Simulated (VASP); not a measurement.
# TiAl3 (d3) (Pm-3m) in VASP: notebook

Runs on TiAl3 (d3). Level: PBE+D3(BJ). Tasks: single point, relaxation of cell and atoms.

All numbers are computed with VASP 6.6.1; they aren't measurements. Logs are shortened: lines on timing, memory, paths and dates and some standing lists are left out, and cuts for length are marked.

### Step 1. The cell of the first run

It takes space group Pm-3m (No. 221, cubic). The conventional cell has a = 3.956 Å, b = 3.956 Å, c = 3.956 Å, α = 90.00°, β = 90.00°, γ = 90.00°. Ti (site symmetry m-3m) has 12 Al at 2.80 Å within 3.7 Å. Within 3.7 Å of Al (site symmetry 4/mmm) lie 4 Ti at 2.80 Å and 8 Al at 2.80 Å.

### Step 2. Single point, PBE+D3(BJ)

The input, INCAR:

```
SYSTEM = TiAl3
ALGO     = Fast           ! electronic algorithm
EDIFF    = 1E-6           ! SCF threshold, eV
ENCUT    = 520            ! plane-wave cutoff, eV
GGA      = PE             ! functional
ISIF     = 2              ! what is computed and relaxed
ISMEAR   = 0              ! smearing method
IVDW     = 12             ! dispersion correction
LASPH    = .TRUE.         ! aspherical terms in the spheres
LCHARG   = .TRUE.         ! write CHGCAR
LELF     = .TRUE.         ! ELF
LREAL    = .FALSE.        ! projectors in reciprocal space
LVHAR    = .TRUE.       
LWAVE    = .FALSE.        ! write WAVECAR
NBANDS   = 18             ! bands
NELM     = 80             ! most SCF steps
PREC     = Accurate       ! precision mode
SIGMA    = 0.1            ! smearing width, eV
```

The input, KPOINTS:

```
k-points
0
G
  4 4 4
  0 0 0
```

The input, POSCAR:

```
TiAl3
1.0
    3.9556712500      0.0000000000      0.0000000000
    0.0000000000      3.9556712500      0.0000000000
    0.0000000000      0.0000000000      3.9556712500
Ti Al
1 3
Direct
    0.0000000000      0.0000000000      0.0000000000
    0.5000000000      0.5000000000      0.0000000000
    0.5000000000      0.0000000000      0.5000000000
    0.0000000000      0.5000000000      0.5000000000
```

Potentials or basis: VASP PAW PBE potentials, release 64 (Ti_sv, Al).

Started as:

```
$ cat potpaw_PBE.64/Ti_sv/POTCAR potpaw_PBE.64/Al/POTCAR > POTCAR
$ mpirun -np 1 vasp_std > vasp.out
```

OUTCAR:

```text
SYSTEM = TiAl3
   EDIFF = 1E-6
   ENCUT = 520
   GGA = PE
   ISIF = 2
   ISMEAR = 0
   IVDW = 12
   LASPH = .TRUE.
   LREAL = .FALSE.
   NELM = 80
   PREC = Accurate
 IVDW          = 12

 ion  position               nearest neighbor table
   1  0.000  0.000  0.000-   2 2.80   3 2.80   4 2.80   3 2.80   4 2.80   2 2.80   4 2.80   4 2.80
                             2 2.80   3 2.80   3 2.80   2 2.80
   2  0.500  0.500  0.000-   1 2.80   3 2.80   4 2.80   3 2.80   4 2.80   1 2.80   3 2.80   3 2.80
                             1 2.80   4 2.80   4 2.80   1 2.80
   3  0.500  0.000  0.500-   1 2.80   2 2.80   4 2.80   1 2.80   2 2.80   2 2.80   4 2.80   2 2.80
                             1 2.80   4 2.80   1 2.80   4 2.80
   4  0.000  0.500  0.500-   1 2.80   2 2.80   3 2.80   1 2.80   2 2.80   1 2.80   3 2.80   1 2.80
                             2 2.80   3 2.80   2 2.80   3 2.80

  LATTYP: Found a simple cubic cell.
 ALAT       =     3.9556712500

  Lattice vectors:

 A1 = (   3.9556712500,   0.0000000000,   0.0000000000)
 A2 = (   0.0000000000,   3.9556712500,   0.0000000000)
 A3 = (   0.0000000000,   0.0000000000,   3.9556712500)

Analysis of symmetry for initial positions (statically):
=====================================================================
 Subroutine PRICEL returns:
 Original cell was already a primitive cell.

 Routine SETGRP: Setting up the symmetry group for a
 simple cubic supercell.

 Subroutine GETGRP returns: Found 48 space group operations
 (whereof 48 operations were pure point group operations)
 out of a pool of 48 trial point group operations.

The static configuration has the point symmetry O_h .

Analysis of symmetry for dynamics (positions and initial velocities):
=====================================================================
 Subroutine PRICEL returns:
 Original cell was already a primitive cell.

 Routine SETGRP: Setting up the symmetry group for a
 simple cubic supercell.

 Subroutine GETGRP returns: Found 48 space group operations
 (whereof 48 operations were pure point group operations)
 out of a pool of 48 trial point group operations.

The dynamic configuration has the point symmetry O_h .

 Subroutine INISYM returns: Found 48 space group operations
 (whereof 48 operations are pure point group operations),
 and found     1 'primitive' translations

----------------------------------------------------------------------------------------

                                     Primitive cell

  volume of cell :      61.8957

  direct lattice vectors                    reciprocal lattice vectors
     3.955671250  0.000000000  0.000000000     0.252801595  0.000000000  0.000000000
     0.000000000  3.955671250  0.000000000     0.000000000  0.252801595  0.000000000
     0.000000000  0.000000000  3.955671250     0.000000000  0.000000000  0.252801595

  length of vectors
     3.955671250  3.955671250  3.955671250     0.252801595  0.252801595  0.252801595

  position of ions in fractional coordinates (direct lattice)
     0.000000000  0.000000000  0.000000000
     0.500000000  0.500000000  0.000000000
     0.500000000  0.000000000  0.500000000
     0.000000000  0.500000000  0.500000000

  ion indices of the primitive-cell ions
   primitive index   ion index
                 1           1
                 2           2
                 3           3
                 4           4

----------------------------------------------------------------------------------------

 KPOINTS: k-points

Automatic generation of k-mesh.
 Grid dimensions read from file:
 generate k-points for:    4    4    4

 Generating k-lattice:

  Cartesian coordinates                     Fractional coordinates (reciprocal lattice)
     0.063200399  0.000000000  0.000000000     0.250000000  0.000000000  0.000000000
     0.000000000  0.063200399  0.000000000     0.000000000  0.250000000  0.000000000
     0.000000000  0.000000000  0.063200399     0.000000000  0.000000000  0.250000000

  Length of vectors
     0.063200399  0.063200399  0.063200399

  Shift w.r.t. Gamma in fractional coordinates (k-lattice)
     0.000000000  0.000000000  0.000000000

 Subroutine IBZKPT returns following result:
 ===========================================

 Found     10 irreducible k-points:

 Following reciprocal coordinates:
            Coordinates               Weight
  0.000000  0.000000  0.000000      1.000000
  0.250000  0.000000  0.000000      6.000000
  0.500000  0.000000  0.000000      3.000000
  0.250000  0.250000  0.000000     12.000000
  0.500000  0.250000  0.000000     12.000000
  0.500000  0.500000  0.000000      3.000000
  0.250000  0.250000  0.250000      8.000000
  0.500000  0.250000  0.250000     12.000000
  0.500000  0.500000  0.250000      6.000000
  0.500000  0.500000  0.500000      1.000000
   k-points           NKPTS =     10   k-points in BZ     NKDIM =     10   number of bands    NBANDS=     18
   number of dos      NEDOS =    301   number of ions     NIONS =      4
   total plane-waves  NPLWV =  27000
   dimension x,y,z NGX =    30 NGY =   30 NGZ =   30
   dimension x,y,z NGXF=    60 NGYF=   60 NGZF=   60
   ions per type =               1   3
   NGX,Y,Z   is equivalent  to a cutoff of  12.61, 12.61, 12.61 a.u.
   NGXF,Y,Z  is equivalent  to a cutoff of  25.22, 25.22, 25.22 a.u.
 SYSTEM =  TiAl3
   PREC   = accura    normal or accurate (medium, high low for compatibility)
   ISTART =      0    job   : 0-new  1-cont  2-samecut
   ICHARG =      2    charge: 1-file 2-atom 10-const
   ISPIN  =      1    spin polarized calculation?
   LNONCOLLINEAR =      F non collinear calculations
   LSORBIT =      F    spin-orbit coupling
   LASPH  =      T    aspherical Exc in radial PAW
   ENCUT  =  520.0 eV  38.22 Ry    6.18 a.u.   7.35  7.35  7.35*2*pi/ulx,y,z
   NELM   =     80;   NELMIN=  2; NELMDL= -5     # of ELM steps
   EDIFF  = 0.1E-05   stopping-criterion for ELM
   LREAL  =      F    real-space projection
   EDIFFG = 0.1E-04   stopping-criterion for IOM
   NSW    =      0    number of steps for IOM
   IBRION =     -1    ionic relax: 0-MD 1-quasi-New 2-CG
   NFREE  =      0    steps in history (QN), initial steepest desc. (CG)
   ISIF   =      2    stress and relaxation
   ISYM   =      2    0-nonsym 1-usesym 2-fastsym
   POTIM  = 0.5000    time-step for ionic-motion
   TEBEG  =    0.0;   TEEND  =   0.0 temperature during run
   PSTRESS=    0.0 pullay stress
   NELECT =      21.0000    total number of electrons
   NUPDOWN=      -1.0000    fix difference up-down
   EMIN   =  10.00;   EMAX   =-10.00  energy-range for DOS
   EFERMI =   0.00;   METHOD = LEGACY
   ISMEAR =     0;   SIGMA  =   0.10  broadening in eV -4-tet -1-fermi 0-gaus
   EFERMI_NEDOS =   21; number of points for ismear=-14 and -15
   IALGO  =     68    algorithm
   IMIX   =      4    mixing-type and parameters
     AMIX     =   0.40;   BMIX     =  1.00
     AMIX_MAG =   1.60;   BMIX_MAG =  1.00
  volume/ion in A,a.u.               =      15.47       104.42
  Fermi-wavevector in a.u.,A,eV,Ry     =   1.141811  2.157711 17.738371  1.303733
  Thomas-Fermi vector in A             =   2.278511
   LORBIT       =      0    0 simple, 1 ext, 2 COOP (PROOUT), +10 PAW based schemes
   GGA     = PE    functional components
   LHFCALC =     F    Hartree Fock is set to
   AEXX    =    0.0000 exact exchange contribution
   IVDW    =    12    specifies the selected vdW correction
   LEPSILON=     F    determine dielectric tensor
   LRPA    =     F    only Hartree local field effects (RPA)
 non-spin polarized calculation
 RMM-DIIS sequential band-by-band and
 Gauss-broadening in eV      SIGMA  =   0.10
  energy-cutoff  :      520.00
  volume of cell :       61.90
 maximum number of plane-waves:      1743
 NGX is ok and might be reduce to    30
   NGX = 15   NGY = 15   NGZ = 15

 number of electron      20.9999997 magnetization

 Free energy of the ion-electron system (eV)
  ---------------------------------------------------
  ext. energy  EPLUGINS =         0.00000000
  ---------------------------------------------------
  free energy    TOTEN  =       -20.58056040 eV

  energy without entropy =      -20.56955542  energy(sigma->0) =      -20.57505791

 E-fermi :   9.2996     XC(G=0): -10.8299

 val. band max:        9.2744999007   @ k =   0.0000   0.0000   0.0000
 cond. band min:       9.3291930662   @ k =   0.5000   0.5000   0.5000
 fundamental gap:      0.0546931656
 Fermi energy:         9.2995710876

 k-point     1 :       0.0000    0.0000    0.0000
  band No.  band energies     occupation
      1     -47.8325      2.00000
      2     -24.1355      2.00000
      3     -24.1355      2.00000
      4     -24.1355      2.00000
      5      -1.7143      2.00000
      6       6.0249      2.00000
[... 10 lines left out ...]
     17      14.8206      0.00000
     18      14.8206      0.00000

 k-point     2 :       0.2500    0.0000    0.0000
  band No.  band energies     occupation
      1     -47.8321      2.00000
      2     -24.1455      2.00000
      3     -24.1348      2.00000
      4     -24.1348      2.00000
      5      -1.1140      2.00000
      6       3.4621      2.00000
[... 10 lines left out ...]
     17      13.6062      0.00000
     18      14.5678      0.00000

 k-point     3 :       0.5000    0.0000    0.0000
  band No.  band energies     occupation
      1     -47.8317      2.00000
      2     -24.1556      2.00000
      3     -24.1340      2.00000
      4     -24.1340      2.00000
      5       0.2866      2.00000
      6       1.1096      2.00000
[... 10 lines left out ...]
     17      12.2511      0.00000
     18      14.4452      0.00000

 k-point     4 :       0.2500    0.2500    0.0000
  band No.  band energies     occupation
      1     -47.8317      2.00000
      2     -24.1448      2.00000
      3     -24.1442      2.00000
      4     -24.1340      2.00000
      5      -0.5336      2.00000
      6       3.8737      2.00000
[... 10 lines left out ...]
     17      14.1019      0.00000
     18      14.6732      0.00000

 k-point     5 :       0.5000    0.2500    0.0000
  band No.  band energies     occupation
      1     -47.8313      2.00000
      2     -24.1543      2.00000
      3     -24.1435      2.00000
      4     -24.1333      2.00000
      5       0.7779      2.00000
      6       1.7087      2.00000
[... 10 lines left out ...]
     17      13.9745      0.00000
     18      14.4694      0.00000

 k-point     6 :       0.5000    0.5000    0.0000
  band No.  band energies     occupation
      1     -47.8309      2.00000
      2     -24.1531      2.00000
      3     -24.1531      2.00000
      4     -24.1326      2.00000
      5       1.8161      2.00000
      6       2.9707      2.00000
[... 10 lines left out ...]
     17      14.0605      0.00000
     18      14.1363      0.00000

 k-point     7 :       0.2500    0.2500    0.2500
  band No.  band energies     occupation
      1     -47.8313      2.00000
      2     -24.1441      2.00000
      3     -24.1433      2.00000
      4     -24.1433      2.00000
      5       0.0289      2.00000
      6       4.2567      2.00000
[... 10 lines left out ...]
     17      14.5529      0.00000
     18      14.6688      0.00000

 k-point     8 :       0.5000    0.2500    0.2500
  band No.  band energies     occupation
      1     -47.8310      2.00000
      2     -24.1531      2.00000
      3     -24.1429      2.00000
      4     -24.1423      2.00000
      5       1.2773      2.00000
      6       2.2606      2.00000
[... 10 lines left out ...]
     17      14.1148      0.00000
     18      14.9678      0.00000

 k-point     9 :       0.5000    0.5000    0.2500
  band No.  band energies     occupation
      1     -47.8306      2.00000
      2     -24.1518      2.00000
      3     -24.1518      2.00000
      4     -24.1416      2.00000
      5       2.3760      2.00000
      6       3.3332      2.00000
[... 10 lines left out ...]
     17      12.1801      0.00000
     18      16.9633      0.00000

 k-point    10 :       0.5000    0.5000    0.5000
  band No.  band energies     occupation
      1     -47.8302      2.00000
      2     -24.1506      2.00000
      3     -24.1506      2.00000
      4     -24.1506      2.00000
      5       3.9535      2.00000
      6       3.9535      2.00000
[... 10 lines left out ...]
     17      11.9011      0.00000
     18      20.7427      0.00000

------------------------ aborting loop because EDIFF is reached ----------------------------------------

 Edisp (eV)   -1.71851

 E8    (eV) :    -0.7843

  FORCE on cell =-STRESS in cart. coord.  units (eV):
  Direction    XX          YY          ZZ          XY          YZ          ZX
  --------------------------------------------------------------------------------------
  -------------------------------------------------------------------------------------
  Total      -0.98706    -0.98706    -0.98706     0.00000    -0.00000     0.00000
  in kB     -25.55019   -25.55019   -25.55019     0.00000    -0.00000     0.00000
  external pressure =      -25.55 kB  Pullay stress =        0.00 kB

 VOLUME and BASIS-vectors are now :
 -----------------------------------------------------------------------------
  energy-cutoff  :      520.00
  volume of cell :       61.90
      direct lattice vectors                 reciprocal lattice vectors
     3.955671250  0.000000000  0.000000000     0.252801595  0.000000000  0.000000000
     0.000000000  3.955671250  0.000000000     0.000000000  0.252801595  0.000000000
     0.000000000  0.000000000  3.955671250     0.000000000  0.000000000  0.252801595

 POSITION                                       TOTAL-FORCE (eV/Angst)
 -----------------------------------------------------------------------------------
      0.00000      0.00000      0.00000         0.000000      0.000000      0.000000
      1.97784      1.97784      0.00000         0.000000      0.000000      0.000000
      1.97784      0.00000      1.97784         0.000000      0.000000      0.000000
      0.00000      1.97784      1.97784         0.000000      0.000000      0.000000
 -----------------------------------------------------------------------------------
    total drift:                                0.000000     -0.000000      0.000000

  FREE ENERGIE OF THE ION-ELECTRON SYSTEM (eV)
  ---------------------------------------------------
  free  energy   TOTEN  =       -22.2990701134 eV

  energy  without entropy=      -22.2880651399  energy(sigma->0) =      -22.29356763
```

Run time: 20 s. Hardware: 1 thread of Intel Xeon Platinum 8259CL at 2.50GHz (Skylake/Cascade Lake), shared host; peak memory 0.17 GiB.

Results:

| Property | Result |
| --- | --- |
| Free energy | -22.2991 eV |
| Pressure | -2.6 GPa |
| Dispersion energy per atom | -0.430 eV |

Caveat: the k points lie up to 0.40 Å⁻¹ apart; pairwise dispersion overbinds metals, which lowers pressure and volume.

[end of part 1 of 2]
